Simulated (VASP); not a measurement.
# Bi (C2/m) in VASP: further runs, part 2 of 2

VASP 6.6.1.

## 3. Single point, PBEsol (volume scaled by 1.06)

INCAR reads:

```
SYSTEM = Bi
ALGO = Fast
EDIFF = 1E-6
ENCUT = 520
GGA = PS
ISIF = 2
ISMEAR = -1
LASPH = .True.
LCHARG = .True.
LELF = .True.
LREAL = .False.
LVHAR = .True.
LWAVE = .False.
NBANDS = 22
NELM = 60
PREC = Accurate
SIGMA = 0.05
```

KPOINTS reads:

```
k-points
0
Gamma
  6 6 9
  0 0 0
```

POSCAR reads:

```
Bi
1.0
    3.5570192531     -3.1940166960      0.0000000000
    3.5570192531      3.1940166960      0.0000000000
   -1.2849517653      0.0000000000      3.1746155033
Bi
2
Direct
    0.7530610000      0.7530610000      0.8573820000
    0.2469390000      0.2469390000      0.1426180000
```

Potentials or basis: VASP PAW PBE potentials, release 64 (Bi_d).

Started as:

```sh
cat potpaw_PBE.64/Bi_d/POTCAR > POTCAR
mpirun -np 1 vasp_std > vasp.out
```

OUTCAR:

```text
SYSTEM = Bi
   EDIFF = 1E-6
   ENCUT = 520
   GGA = PS
   ISIF = 2
   ISMEAR = -1
   LASPH = .True.
   LREAL = .False.
   NELM = 60
   PREC = Accurate

 ion  position               nearest neighbor table
   1  0.753  0.753  0.857-   2 3.27   2 3.35   2 3.35   2 3.51
   2  0.247  0.247  0.143-   1 3.27   1 3.35   1 3.35   1 3.51

  LATTYP: Found a base centered monoclinic cell.
 ALAT       =     7.1140385062
 B/A-ratio  =     0.8979475422
 C/A-ratio  =     0.4814149259
 COS(beta)  =    -0.3751898342

  Lattice vectors:

 A1 = (   3.5570192531,  -3.1940166960,   0.0000000000)
 A2 = (   3.5570192531,   3.1940166960,   0.0000000000)
 A3 = (  -1.2849517653,   0.0000000000,   3.1746155033)

Analysis of symmetry for initial positions (statically):
=====================================================================
 Subroutine PRICEL returns:
 Original cell was already a primitive cell.

 Routine SETGRP: Setting up the symmetry group for a
 base centered monoclinic supercell.

 Subroutine GETGRP returns: Found  4 space group operations
 (whereof  4 operations were pure point group operations)
 out of a pool of  4 trial point group operations.

The static configuration has the point symmetry C_2h.

Analysis of symmetry for dynamics (positions and initial velocities):
=====================================================================
 Subroutine PRICEL returns:
 Original cell was already a primitive cell.

 Routine SETGRP: Setting up the symmetry group for a
 base centered monoclinic supercell.

 Subroutine GETGRP returns: Found  4 space group operations
 (whereof  4 operations were pure point group operations)
 out of a pool of  4 trial point group operations.

The dynamic configuration has the point symmetry C_2h.

 Subroutine INISYM returns: Found  4 space group operations
 (whereof  4 operations are pure point group operations),
 and found     1 'primitive' translations

----------------------------------------------------------------------------------------

                                     Primitive cell

  volume of cell :      72.1347

  direct lattice vectors                    reciprocal lattice vectors
     3.557019253 -3.194016696  0.000000000     0.140567133 -0.156542701  0.056895705
     3.557019253  3.194016696  0.000000000     0.140567133  0.156542701  0.056895705
    -1.284951765  0.000000000  3.174615503     0.000000000  0.000000000  0.314998777

  length of vectors
     4.780599191  4.780599191  3.424804320     0.217949208  0.217949208  0.314998777

  position of ions in fractional coordinates (direct lattice)
     0.753061000  0.753061000  0.857382000
     0.246939000  0.246939000  0.142618000

  ion indices of the primitive-cell ions
   primitive index   ion index
                 1           1
                 2           2

----------------------------------------------------------------------------------------

 KPOINTS: k-points

Automatic generation of k-mesh.
 Grid dimensions read from file:
 generate k-points for:    6    6    9

 Generating k-lattice:

  Cartesian coordinates                     Fractional coordinates (reciprocal lattice)
     0.023427856 -0.026090450  0.009482617     0.166666667 -0.000000000  0.000000000
     0.023427856  0.026090450  0.009482617    -0.000000000  0.166666667  0.000000000
     0.000000000  0.000000000  0.034999864     0.000000000  0.000000000  0.111111111

  Length of vectors
     0.036324868  0.036324868  0.034999864

  Shift w.r.t. Gamma in fractional coordinates (k-lattice)
     0.000000000  0.000000000  0.000000000

 Subroutine IBZKPT returns following result:
 ===========================================

 Found     97 irreducible k-points:

 Following reciprocal coordinates:
            Coordinates               Weight
  0.000000  0.000000  0.000000      1.000000
  0.166667  0.000000  0.000000      4.000000
  0.333333 -0.000000  0.000000      4.000000
  0.500000 -0.000000  0.000000      2.000000
  0.166667  0.166667  0.000000      2.000000
  0.333333  0.166667  0.000000      4.000000
[... 16 lines left out ...]
 -0.333333  0.166667  0.111111      4.000000
 -0.166667  0.166667  0.111111      4.000000
 [... further k-points ...]
   k-points           NKPTS =     97   k-points in BZ     NKDIM =     97   number of bands    NBANDS=     22
   number of dos      NEDOS =    301   number of ions     NIONS =      2
   total plane-waves  NPLWV =  36288
   dimension x,y,z NGX =    36 NGY =   36 NGZ =   28
   dimension x,y,z NGXF=    72 NGYF=   72 NGZF=   56
   ions per type =               2
   NGX,Y,Z   is equivalent  to a cutoff of  12.52, 12.52, 13.59 a.u.
   NGXF,Y,Z  is equivalent  to a cutoff of  25.04, 25.04, 27.18 a.u.
 SYSTEM =  Bi
   PREC   = accura    normal or accurate (medium, high low for compatibility)
   ISTART =      0    job   : 0-new  1-cont  2-samecut
   ICHARG =      2    charge: 1-file 2-atom 10-const
   ISPIN  =      1    spin polarized calculation?
   LNONCOLLINEAR =      F non collinear calculations
   LSORBIT =      F    spin-orbit coupling
   LASPH  =      T    aspherical Exc in radial PAW
   ENCUT  =  520.0 eV  38.22 Ry    6.18 a.u.   8.89  8.89  6.37*2*pi/ulx,y,z
   NELM   =     60;   NELMIN=  2; NELMDL= -5     # of ELM steps
   EDIFF  = 0.1E-05   stopping-criterion for ELM
   LREAL  =      F    real-space projection
   EDIFFG = 0.1E-04   stopping-criterion for IOM
   NSW    =      0    number of steps for IOM
   IBRION =     -1    ionic relax: 0-MD 1-quasi-New 2-CG
   NFREE  =      0    steps in history (QN), initial steepest desc. (CG)
   ISIF   =      2    stress and relaxation
   ISYM   =      2    0-nonsym 1-usesym 2-fastsym
   POTIM  = 0.5000    time-step for ionic-motion
   TEBEG  =    0.0;   TEEND  =   0.0 temperature during run
   PSTRESS=    0.0 pullay stress
   NELECT =      30.0000    total number of electrons
   NUPDOWN=      -1.0000    fix difference up-down
   EMIN   =  10.00;   EMAX   =-10.00  energy-range for DOS
   EFERMI =   0.00;   METHOD = LEGACY
   ISMEAR =    -1;   SIGMA  =   0.05  broadening in eV -4-tet -1-fermi 0-gaus
   EFERMI_NEDOS =   21; number of points for ismear=-14 and -15
   IALGO  =     68    algorithm
   IMIX   =      4    mixing-type and parameters
     AMIX     =   0.40;   BMIX     =  1.00
     AMIX_MAG =   1.60;   BMIX_MAG =  1.00
  volume/ion in A,a.u.               =      36.07       243.39
  Fermi-wavevector in a.u.,A,eV,Ry     =   1.221988  2.309223 20.316976  1.493256
  Thomas-Fermi vector in A             =   2.357151
   LORBIT       =      0    0 simple, 1 ext, 2 COOP (PROOUT), +10 PAW based schemes
   GGA     = PS    functional components
   LHFCALC =     F    Hartree Fock is set to
   AEXX    =    0.0000 exact exchange contribution
   IVDW    =     0    specifies the selected vdW correction
   LEPSILON=     F    determine dielectric tensor
   LRPA    =     F    only Hartree local field effects (RPA)
 non-spin polarized calculation
 RMM-DIIS sequential band-by-band and
  energy-cutoff  :      520.00
  volume of cell :       72.13
 maximum number of plane-waves:      1960
   NGX = 17   NGY = 17   NGZ = 13

 number of electron      30.0000005 magnetization

 Free energy of the ion-electron system (eV)
  ---------------------------------------------------
  ext. energy  EPLUGINS =         0.00000000
  ---------------------------------------------------
  free energy    TOTEN  =        -8.44831614 eV

  energy without entropy =       -8.43947530  energy(sigma->0) =       -8.44389572

 E-fermi :   5.9075     XC(G=0):  -9.6731

 val. band max:        5.8733482441   @ k =   0.0000   0.0000   0.3333
 cond. band min:       5.9589779082   @ k =   0.1667   0.1667   0.0000
 fundamental gap:      0.0856296642
 Fermi energy:         5.9075442901

 k-point     1 :       0.0000    0.0000    0.0000
  band No.  band energies     occupation
      1     -16.8895      2.00000
      2     -16.8661      2.00000
      3     -16.8279      2.00000
      4     -16.8079      2.00000
      5     -16.7428      2.00000
      6     -16.7207      2.00000
[... 14 lines left out ...]
     21      13.9699      0.00000
     22      14.4125      0.00000

 k-point     2 :       0.1667    0.0000    0.0000
  band No.  band energies     occupation
      1     -16.8768      2.00000
      2     -16.8675      2.00000
      3     -16.8319      2.00000
      4     -16.7987      2.00000
      5     -16.7403      2.00000
      6     -16.7238      2.00000
[... 14 lines left out ...]
     21      14.0689      0.00000
     22      15.1284      0.00000
[... 523 lines left out ...]
     21      14.7508      0.00000
     22      15.5761      0.00000

 k-point    24 :      -0.1667    0.1667    0.1111
  band No.  band energies     occupation
      1     -16.8626      2.00000
      2     -16.8507      2.00000
      3     -16.8268      2.00000
      4     -16.7870      2.00000
      5     -16.7359      2.00000
      6     -16.7277      2.00000
[... 14 lines left out ...]
     21      14.8532      0.00000
     22      14.9640      0.00000

 [... further k-points ...]
[... 5 lines left out ...]
  --------------------------------------------------------------------------------------
  -------------------------------------------------------------------------------------
  Total       -2.0739856     -2.4290021     -1.8708009      0.0000000      0.0000000     -0.0934129
  in kB      -46.0650757    -53.9503101    -41.5521613      0.0000000      0.0000000     -2.0747838
  external PRESSURE =     -47.1891824 kB  Pullay stress =       0.0000000 kB

 VOLUME and BASIS-vectors are now :
 -----------------------------------------------------------------------------
  energy-cutoff  :      520.00
  volume of cell :       72.13
      direct lattice vectors                 reciprocal lattice vectors
     3.557019253 -3.194016696  0.000000000     0.140567133 -0.156542701  0.056895705
     3.557019253  3.194016696  0.000000000     0.140567133  0.156542701  0.056895705
    -1.284951765  0.000000000  3.174615503     0.000000000  0.000000000  0.314998777

 POSITION                                       TOTAL-FORCE (eV/Angst)
 -----------------------------------------------------------------------------------
      4.25561      0.00000      2.72186         0.111240      0.000000      0.072617
      1.57348      0.00000      0.45276        -0.111240      0.000000     -0.072617
 -----------------------------------------------------------------------------------
    total drift:                               -0.000000      0.000000      0.000000

  FREE ENERGIE OF THE ION-ELECTRON SYSTEM (eV)
  ---------------------------------------------------
  free  energy   TOTEN  =        -8.4483161439 eV

  energy  without entropy=       -8.4394753044  energy(sigma->0) =       -8.44389572
```

Run time: 68 s. Hardware: 1 thread of Intel Xeon 6975P-C (Granite Rapids), shared host; peak memory 0.25 GiB.

What came out:

- Free energy: -8.4483 eV
- Pressure: -4.7 GPa
- Largest force: 0.133 eV/Å
- Band gap on the k mesh: zero (band 15 reaches 8.92 eV, above the bottom of band 16 at 4.37 eV)

Forces in eV/Å, atoms in the order of the input:
```
Bi   0.111  0.000  0.073
Bi  -0.111  0.000 -0.073
```

Stress tensor (GPa, compression positive):
```
-4.61  0.00 -0.21
 0.00 -5.40  0.00
-0.21  0.00 -4.16
```

Levels at points of the mesh, in eV from the Fermi level:
| k point | band 11 | band 12 | band 13 | band 14 | band 15 | band 16 | band 17 | band 18 | band 19 | band 20 |
| --- | --- | --- | --- | --- | --- | --- | --- | --- | --- | --- |
| (0.00, 0.00, 0.00) | -12.72 | -9.22 | -2.83 | -2.56 | 2.87 | 2.92 | 3.54 | 3.86 | 4.01 | 6.33 |
| (0.50, 0.00, 0.00) | -11.41 | -11.21 | -1.06 | -0.94 | -0.68 | -0.57 | 3.25 | 4.28 | 7.47 | 8.18 |
| (0.50, 0.50, 0.00) | -11.07 | -10.84 | -4.57 | -4.55 | 3.00 | 3.70 | 4.83 | 5.15 | 8.45 | 9.24 |

Caveat: the PAW data sets were made with another functional, which shifts forces and pressure a little; spin-orbit coupling is left out, which moves the levels of the heavy elements.

## 4. Single point, PBEsol (volume scaled by 0.98)

INCAR reads:

```
SYSTEM = Bi
ALGO     = Fast           ! electronic algorithm
EDIFF    = 1E-6           ! SCF threshold, eV
ENCUT    = 520            ! plane-wave cutoff, eV
GGA      = PS             ! functional
ISIF     = 2              ! what is computed and relaxed
ISMEAR   = -1             ! smearing method
LASPH    = .True.         ! aspherical terms in the spheres
LCHARG   = .False.        ! write CHGCAR
LREAL    = .False.        ! projectors in reciprocal space
LWAVE    = .False.        ! write WAVECAR
NBANDS   = 22             ! bands
NELM     = 80             ! most SCF steps
PREC     = Accurate       ! precision mode
SIGMA    = 0.05           ! smearing width, eV
```

KPOINTS is that of step 3.

POSCAR reads:

```
Bi
1.0
    3.4651838851     -3.1115533531      0.0000000000
    3.4651838851      3.1115533531      0.0000000000
   -1.2517767921      0.0000000000      3.0926530616
Bi
2
Direct
    0.7530610000      0.7530610000      0.8573820000
    0.2469390000      0.2469390000      0.1426180000
```

Started as:

```sh
cat potpaw_PBE.64/Bi_d/POTCAR > POTCAR
mpirun -np 1 vasp_std > vasp.out
```

Run time: 2.9 min. Hardware: 1 thread of Intel Xeon Platinum 8488C (Sapphire Rapids), shared host; peak memory 0.26 GiB.

It converged, with:

- Free energy: -8.5573 eV
- Pressure: -1.6 GPa
- Largest force: 0.030 eV/Å
- Band gap on the k mesh: zero (band 15 reaches 10.04 eV, above the bottom of band 16 at 5.09 eV)

Forces on the atoms (eV/Å):
```
Bi   0.027  0.000  0.011
Bi  -0.027  0.000 -0.011
```

Stress tensor (GPa, compression positive):
```
-1.55  0.00 -0.20
 0.00 -2.35  0.00
-0.20  0.00 -0.93
```

Levels at points of the mesh, in eV from the Fermi level:
```
           k point  band 12  band 13  band 14  band 15  band 16  band 17  band 18  band 19
(0.00, 0.00, 0.00)    -9.16    -3.15    -2.86     2.70     3.12     3.80     4.20     4.37
(0.50, 0.00, 0.00)   -11.54    -1.16    -0.99    -0.75    -0.70     3.46     4.63     7.71
(0.50, 0.50, 0.00)   -11.06    -5.06    -5.04     3.19     3.95     5.31     5.68     8.99
```

Caveat: the PAW data sets were made with another functional, which shifts forces and pressure a little; spin-orbit coupling is left out, which moves the levels of the heavy elements.

## 5. Overview

| level | potentials or basis | cell | gap on the mesh (eV) | pressure (GPa) | largest force (eV/Å) |
| --- | --- | --- | --- | --- | --- |
| LDA | VASP PAW LDA potentials, release 64 (Bi_d) | a = 4.781, b = 4.781, c = 3.425 Å, angles 106.2, 106.2, 83.8°, 2 atoms | none | -5.7 | 0.16 |
| PBEsol | VASP PAW PBE potentials, release 64 (Bi_d) | a = 4.781, b = 4.781, c = 3.425 Å, angles 106.2, 106.2, 83.8°, 2 atoms | none | -4.7 | 0.13 |
| PBEsol | VASP PAW PBE potentials, release 64 (Bi_d) | a = 4.657, b = 4.657, c = 3.336 Å, angles 106.2, 106.2, 83.8°, 2 atoms | none | -1.6 | 0.03 |

Alike in all rows: task single point; no spin polarisation; k mesh 6 × 6 × 9; cutoff (eV) 520; smearing fermi-dirac 0.05 eV.

Caveats: spin-orbit coupling is left out, which moves the levels of the heavy elements; the PAW data sets were made with another functional, which shifts forces and pressure a little (some runs).

Absolute energies hang on the potentials; compare differences alone.
